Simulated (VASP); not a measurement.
# Cr (Im-3m) in VASP: single point with r2SCAN

Aim: the single point of Cr with r2SCAN.

Program: VASP 6.6.1. These are calculated values, not measurements. Logs are shortened: lines on timing, memory, paths and dates and some standing lists are left out, and cuts for length are marked.

**1. The cell of the first run**

The structure is cubic, space group Im-3m (No. 229). Conventional cell: a = 2.987 Å, b = 2.987 Å, c = 2.987 Å, α = 90.00°, β = 90.00°, γ = 90.00°. Cr (site symmetry m-3m) has 14 Cr at 2.59 to 2.99 Å within 3.4 Å.

**2. Single point, r2SCAN**

The input, POSCAR:

```
Cr
1.0
    0.0000000000      0.0000000000      2.9873160000
    2.9873160000      0.0000000000      0.0000000000
    0.0000000000      2.9873160000      0.0000000000
Cr
2
Direct
    0.0000000000      0.0000000000      0.0000000000
    0.5000000000      0.5000000000      0.5000000000
```

The input, INCAR.step1:

```
SYSTEM = Cr
  ALGO = Normal
  EDIFF = 1E-5
  ENCUT = 550
  GGA = PE
  GGA_COMPAT = .False.
  ISMEAR = -1
  LASPH = .True.
  LCHARG = .False.
  LREAL = .False.
  LWAVE = .True.
  NBANDS = 19
  NELM = 120
  PREC = Accurate
  SIGMA = 0.1025
```

The input, INCAR.step2:

```
SYSTEM = Cr
  ALGO = Normal
  EDIFF = 1E-6
  ENCUT = 550
  GGA_COMPAT = .False.
  ISIF = 2
  ISMEAR = -1
  ISTART = 1
  LASPH = .True.
  LCHARG = .False.
  LMIXTAU = .True.
  LREAL = .False.
  LWAVE = .False.
  METAGGA = R2SCAN
  NBANDS = 19
  NELM = 120
  PREC = Accurate
  SIGMA = 0.1025
```

The input, KPOINTS:

```
k-points
0
Gamma
  8 8 8
  0 0 0
```

Potentials or basis: VASP PAW PBE potentials, release 64 (Cr_pv).

On the command line:

```bash
$ cat potpaw_PBE.64/Cr_pv/POTCAR > POTCAR
$ cp INCAR.step1 INCAR
$ mpirun -np 1 vasp_std > vasp.out
$ cp INCAR.step2 INCAR
$ mpirun -np 1 vasp_std > vasp.out
```

OUTCAR:

```text
SYSTEM = Cr
   EDIFF = 1E-6
   ENCUT = 550
   ISIF = 2
   ISMEAR = -1
   ISTART = 1
   LASPH = .True.
   LREAL = .False.
   METAGGA = R2SCAN
   NELM = 120
   PREC = Accurate

 ion  position               nearest neighbor table
   1  0.000  0.000  0.000-   2 2.59   2 2.59   2 2.59   2 2.59   2 2.59   2 2.59   2 2.59   2 2.59

   2  0.500  0.500  0.500-   1 2.59   1 2.59   1 2.59   1 2.59   1 2.59   1 2.59   1 2.59   1 2.59

  LATTYP: Found a simple cubic cell.
 ALAT       =     2.9873160000

  Lattice vectors:

 A1 = (   0.0000000000,   0.0000000000,   2.9873160000)
 A2 = (   2.9873160000,   0.0000000000,   0.0000000000)
 A3 = (   0.0000000000,   2.9873160000,   0.0000000000)

Analysis of symmetry for initial positions (statically):
=====================================================================
 Subroutine PRICEL returns following result:

  LATTYP: Found a body centered cubic cell.
 ALAT       =     2.9873160000

  Lattice vectors:

 A1 = (   1.4936580000,  -1.4936580000,   1.4936580000)
 A2 = (   1.4936580000,   1.4936580000,  -1.4936580000)
 A3 = (  -1.4936580000,   1.4936580000,   1.4936580000)

   2 primitive cells build up your supercell.

 Routine SETGRP: Setting up the symmetry group for a
 simple cubic supercell.

 Subroutine GETGRP returns: Found 48 space group operations
 (whereof 48 operations were pure point group operations)
 out of a pool of 48 trial point group operations.

The static configuration has the point symmetry O_h .

Analysis of symmetry for dynamics (positions and initial velocities):
=====================================================================
 Subroutine PRICEL returns following result:

  LATTYP: Found a body centered cubic cell.
 ALAT       =     2.9873160000

  Lattice vectors:

 A1 = (   1.4936580000,  -1.4936580000,   1.4936580000)
 A2 = (   1.4936580000,   1.4936580000,  -1.4936580000)
 A3 = (  -1.4936580000,   1.4936580000,   1.4936580000)

   2 primitive cells build up your supercell.

 Routine SETGRP: Setting up the symmetry group for a
 simple cubic supercell.

 Subroutine GETGRP returns: Found 48 space group operations
 (whereof 48 operations were pure point group operations)
 out of a pool of 48 trial point group operations.

The dynamic configuration has the point symmetry O_h .

 Subroutine INISYM returns: Found 48 space group operations
 (whereof 48 operations are pure point group operations),
 and found     2 'primitive' translations

----------------------------------------------------------------------------------------

                                     Primitive cell

  volume of cell :      13.3295

  direct lattice vectors                    reciprocal lattice vectors
     1.493658000 -1.493658000  1.493658000     0.334748651  0.000000000  0.334748651
     1.493658000  1.493658000 -1.493658000     0.334748651  0.334748651 -0.000000000
    -1.493658000  1.493658000  1.493658000     0.000000000  0.334748651  0.334748651

  length of vectors
     2.587091545  2.587091545  2.587091545     0.473406082  0.473406082  0.473406082

  position of ions in fractional coordinates (direct lattice)
     0.000000000  0.000000000  0.000000000

  ion indices of the primitive-cell ions
   primitive index   ion index
                 1           1

----------------------------------------------------------------------------------------

 KPOINTS: k-points

Automatic generation of k-mesh.
 Grid dimensions read from file:
 generate k-points for:    8    8    8

 Generating k-lattice:

  Cartesian coordinates                     Fractional coordinates (reciprocal lattice)
     0.000000000  0.000000000  0.041843581     0.125000000  0.000000000  0.000000000
     0.041843581  0.000000000  0.000000000     0.000000000  0.125000000  0.000000000
     0.000000000  0.041843581  0.000000000     0.000000000  0.000000000  0.125000000

  Length of vectors
     0.041843581  0.041843581  0.041843581

  Shift w.r.t. Gamma in fractional coordinates (k-lattice)
     0.000000000  0.000000000  0.000000000

 Subroutine IBZKPT returns following result:
 ===========================================

 Found     35 irreducible k-points:

 Following reciprocal coordinates:
            Coordinates               Weight
  0.000000  0.000000  0.000000      1.000000
  0.125000  0.000000  0.000000      6.000000
  0.250000  0.000000  0.000000      6.000000
  0.375000  0.000000  0.000000      6.000000
  0.500000  0.000000  0.000000      3.000000
  0.125000  0.125000  0.000000     12.000000
[... 16 lines left out ...]
  0.375000  0.375000  0.125000     24.000000
  0.500000  0.375000  0.125000     24.000000
 [... further k-points ...]
   k-points           NKPTS =     35   k-points in BZ     NKDIM =     35   number of bands    NBANDS=     19
   number of dos      NEDOS =    301   number of ions     NIONS =      2
   total plane-waves  NPLWV =  13824
   dimension x,y,z NGX =    24 NGY =   24 NGZ =   24
   dimension x,y,z NGXF=    48 NGYF=   48 NGZF=   48
   ions per type =               2
   NGX,Y,Z   is equivalent  to a cutoff of  13.36, 13.36, 13.36 a.u.
   NGXF,Y,Z  is equivalent  to a cutoff of  26.71, 26.71, 26.71 a.u.
 SYSTEM =  Cr
   PREC   = accura    normal or accurate (medium, high low for compatibility)
   ISTART =      1    job   : 0-new  1-cont  2-samecut
   ICHARG =      0    charge: 1-file 2-atom 10-const
   ISPIN  =      1    spin polarized calculation?
   LNONCOLLINEAR =      F non collinear calculations
   LSORBIT =      F    spin-orbit coupling
   LASPH  =      T    aspherical Exc in radial PAW
   ENCUT  =  550.0 eV  40.42 Ry    6.36 a.u.   5.71  5.71  5.71*2*pi/ulx,y,z
   NELM   =    120;   NELMIN=  2; NELMDL=  0     # of ELM steps
   EDIFF  = 0.1E-05   stopping-criterion for ELM
   LREAL  =      F    real-space projection
   EDIFFG = 0.1E-04   stopping-criterion for IOM
   NSW    =      0    number of steps for IOM
   IBRION =     -1    ionic relax: 0-MD 1-quasi-New 2-CG
   NFREE  =      0    steps in history (QN), initial steepest desc. (CG)
   ISIF   =      2    stress and relaxation
   ISYM   =      2    0-nonsym 1-usesym 2-fastsym
   POTIM  = 0.5000    time-step for ionic-motion
   TEBEG  =    0.0;   TEEND  =   0.0 temperature during run
   PSTRESS=    0.0 pullay stress
   NELECT =      24.0000    total number of electrons
   NUPDOWN=      -1.0000    fix difference up-down
   EMIN   =  10.00;   EMAX   =-10.00  energy-range for DOS
   EFERMI =   0.00;   METHOD = LEGACY
   ISMEAR =    -1;   SIGMA  =   0.10  broadening in eV -4-tet -1-fermi 0-gaus
   EFERMI_NEDOS =   21; number of points for ismear=-14 and -15
   IALGO  =     38    algorithm
   IMIX   =      4    mixing-type and parameters
     AMIX     =   0.40;   BMIX     =  1.00
     AMIX_MAG =   1.60;   BMIX_MAG =  1.00
  volume/ion in A,a.u.               =      13.33        89.95
  Fermi-wavevector in a.u.,A,eV,Ry     =   1.580753  2.987190 33.997977  2.498781
  Thomas-Fermi vector in A             =   2.680933
   LORBIT       =      0    0 simple, 1 ext, 2 COOP (PROOUT), +10 PAW based schemes
   METAGGA = R2SCAN    functional components
   LHFCALC =     F    Hartree Fock is set to
   AEXX    =    0.0000 exact exchange contribution
   IVDW    =     0    specifies the selected vdW correction
   LEPSILON=     F    determine dielectric tensor
   LRPA    =     F    only Hartree local field effects (RPA)
 non-spin polarized calculation
  energy-cutoff  :      550.00
  volume of cell :       26.66
 maximum number of plane-waves:       804
 NGX is ok and might be reduce to    24
   NGX = 11   NGY = 11   NGZ = 11

 number of electron      24.0000003 magnetization

 Free energy of the ion-electron system (eV)
  ---------------------------------------------------
  ext. energy  EPLUGINS =         0.00000000
  ---------------------------------------------------
  free energy    TOTEN  =       -29.18764848 eV

  energy without entropy =      -29.13908334  energy(sigma->0) =      -29.16336591

 E-fermi :   8.9478     XC(G=0): -14.0705

 val. band max:        8.9039318399   @ k =   0.5000   0.5000   0.1250
 cond. band min:       8.9775394298   @ k =   0.2500   0.1250   0.0000
 fundamental gap:      0.0736075899
 Fermi energy:         8.9478345267

 k-point     1 :       0.0000    0.0000    0.0000
  band No.  band energies     occupation
      1     -35.9671      2.00000
      2     -35.9671      2.00000
      3     -35.9671      2.00000
      4     -35.5448      2.00000
      5     -35.5448      2.00000
      6     -35.5448      2.00000
[... 11 lines left out ...]
     18      11.8570      0.00000
     19      11.9378      0.00000

 k-point     2 :       0.1250    0.0000    0.0000
  band No.  band energies     occupation
      1     -35.9664      2.00000
      2     -35.9501      2.00000
      3     -35.9501      2.00000
      4     -35.5768      2.00000
      5     -35.5598      2.00000
      6     -35.5598      2.00000
[... 11 lines left out ...]
     18      11.8499      0.00000
     19      11.9369      0.00000

 k-point     3 :       0.2500    0.0000    0.0000
  band No.  band energies     occupation
      1     -35.9579      2.00000
      2     -35.9019      2.00000
      3     -35.9019      2.00000
      4     -35.6608      2.00000
      5     -35.6031      2.00000
      6     -35.6031      2.00000
[... 11 lines left out ...]
     18      11.8207      0.00000
     19      11.9363      0.00000

 k-point     4 :       0.3750    0.0000    0.0000
  band No.  band energies     occupation
      1     -35.9270      2.00000
      2     -35.8310      2.00000
      3     -35.8310      2.00000
      4     -35.7668      2.00000
      5     -35.6692      2.00000
      6     -35.6692      2.00000
[... 11 lines left out ...]
     18      11.6954      0.00000
     19      11.9462      0.00000

 k-point     5 :       0.5000    0.0000    0.0000
  band No.  band energies     occupation
      1     -35.8624      2.00000
      2     -35.8624      2.00000
      3     -35.7491      2.00000
      4     -35.7491      2.00000
      5     -35.7491      2.00000
      6     -35.7491      2.00000
[... 11 lines left out ...]
     18      11.1480      0.00000
     19      12.0163      0.00000

 k-point     6 :       0.1250    0.1250    0.0000
  band No.  band energies     occupation
      1     -35.9939      2.00000
      2     -35.9342      2.00000
      3     -35.9070      2.00000
      4     -35.6359      2.00000
      5     -35.5736      2.00000
      6     -35.5450      2.00000
[... 11 lines left out ...]
     18      11.8511      0.00000
     19      11.9359      0.00000

 k-point     7 :       0.2500    0.1250    0.0000
  band No.  band energies     occupation
      1     -36.0081      2.00000
      2     -35.8894      2.00000
      3     -35.8423      2.00000
      4     -35.7359      2.00000
      5     -35.6133      2.00000
      6     -35.5644      2.00000
[... 11 lines left out ...]
     18      11.8370      0.00000
     19      11.9342      0.00000

 k-point     8 :       0.3750    0.1250    0.0000
  band No.  band energies     occupation
      1     -35.9922      2.00000
      2     -35.8456      2.00000
      3     -35.8235      2.00000
      4     -35.7661      2.00000
      5     -35.6740      2.00000
      6     -35.6154      2.00000
[... 256 lines left out ...]
 k-point    20 :       0.2500    0.2500    0.1250
  band No.  band energies     occupation
      1     -36.0377      2.00000
      2     -35.9064      2.00000
      3     -35.8786      2.00000
      4     -35.7161      2.00000
      5     -35.6337      2.00000
      6     -35.5642      2.00000
[... 11 lines left out ...]
     18      11.8464      0.00000
     19      11.9287      0.00000

 k-point    21 :       0.3750    0.2500    0.1250
  band No.  band energies     occupation
      1     -36.0585      2.00000
      2     -35.9731      2.00000
      3     -35.8427      2.00000
      4     -35.6913      2.00000
      5     -35.6543      2.00000
      6     -35.5754      2.00000
[... 11 lines left out ...]
     18      11.8401      0.00000
     19      11.9298      0.00000

 k-point    22 :       0.5000    0.2500    0.1250
  band No.  band energies     occupation
      1     -36.0381      2.00000
      2     -36.0381      2.00000
      3     -35.7653      2.00000
      4     -35.7653      2.00000
      5     -35.6062      2.00000
      6     -35.6062      2.00000
[... 11 lines left out ...]
     18      11.6543      0.00000
     19      12.0807      0.00000

 k-point    23 :       0.3750    0.3750    0.1250
  band No.  band energies     occupation
      1     -36.0991      2.00000
      2     -36.0542      2.00000
      3     -35.8045      2.00000
      4     -35.7183      2.00000
      5     -35.6068      2.00000
      6     -35.5673      2.00000
[... 11 lines left out ...]
     18      11.8474      0.00000
     19      11.9251      0.00000

 k-point    24 :       0.5000    0.3750    0.1250
  band No.  band energies     occupation
      1     -36.1003      2.00000
      2     -36.1003      2.00000
      3     -35.7583      2.00000
      4     -35.7583      2.00000
      5     -35.5779      2.00000
      6     -35.5779      2.00000
[... 11 lines left out ...]
     18      11.8275      0.00000
     19      12.2455      0.00000

 [... further k-points ...]

------------------------ aborting loop because EDIFF is reached ----------------------------------------

  FORCE on cell =-STRESS in cart. coord.  units (eV):
  Direction    XX          YY          ZZ          XY          YZ          ZX
  --------------------------------------------------------------------------------------
  -------------------------------------------------------------------------------------
  Total       -5.2484948     -5.2484948     -5.2484948      0.0000000     -0.0000000      0.0000000
  in kB     -315.4291742   -315.4291742   -315.4291742      0.0000000     -0.0000000      0.0000000
  external PRESSURE =    -315.4291742 kB  Pullay stress =       0.0000000 kB

 VOLUME and BASIS-vectors are now :
 -----------------------------------------------------------------------------
  energy-cutoff  :      550.00
  volume of cell :       26.66
      direct lattice vectors                 reciprocal lattice vectors
     0.000000000  0.000000000  2.987316000     0.000000000  0.000000000  0.334748651
     2.987316000  0.000000000  0.000000000     0.334748651  0.000000000  0.000000000
     0.000000000  2.987316000  0.000000000     0.000000000  0.334748651  0.000000000

 POSITION                                       TOTAL-FORCE (eV/Angst)
 -----------------------------------------------------------------------------------
      0.00000      0.00000      0.00000         0.000000      0.000000      0.000000
      1.49366      1.49366      1.49366        -0.000000     -0.000000     -0.000000
 -----------------------------------------------------------------------------------
    total drift:                                0.000000     -0.000000      0.000000

  FREE ENERGIE OF THE ION-ELECTRON SYSTEM (eV)
  ---------------------------------------------------
  free  energy   TOTEN  =       -29.1876484848 eV

  energy  without entropy=      -29.1390833437  energy(sigma->0) =      -29.16336591
```

Wall time 1.8 min (1 thread of Intel Xeon 8259CL, shared host); peak memory 0.15 GiB.

Results:

```
Free energy            : -29.1876 eV
Pressure               : -31.5 GPa
Band gap on the k mesh : zero (bands 12 and 13 overlap by 1.06 eV)
```

Levels at points of the mesh, in eV from the Fermi level:
```tsv
k point	band 9	band 10	band 11	band 12	band 13	band 14	band 15	band 16
(0.00, 0.00, 0.00)	-3.50	-0.78	-0.78	-0.78	1.25	1.26	2.05	2.05
(0.50, 0.00, 0.00)	-1.26	-1.26	-0.36	-0.36	-0.36	-0.36	0.58	0.58
(0.50, 0.50, 0.00)	-2.10	-2.10	0.69	0.69	1.14	1.14	1.52	1.52
(0.50, 0.50, 0.50)	-2.13	-2.13	-2.13	-2.13	1.57	1.57	1.57	1.57
```

Caveat: the cell stands under tension; the PAW data sets were made with another functional, which shifts forces and pressure a little; the run has no spin polarisation, though such a crystal can be magnetic.

The gap in the log of VASP goes by the Fermi energy; the results here count the filled bands.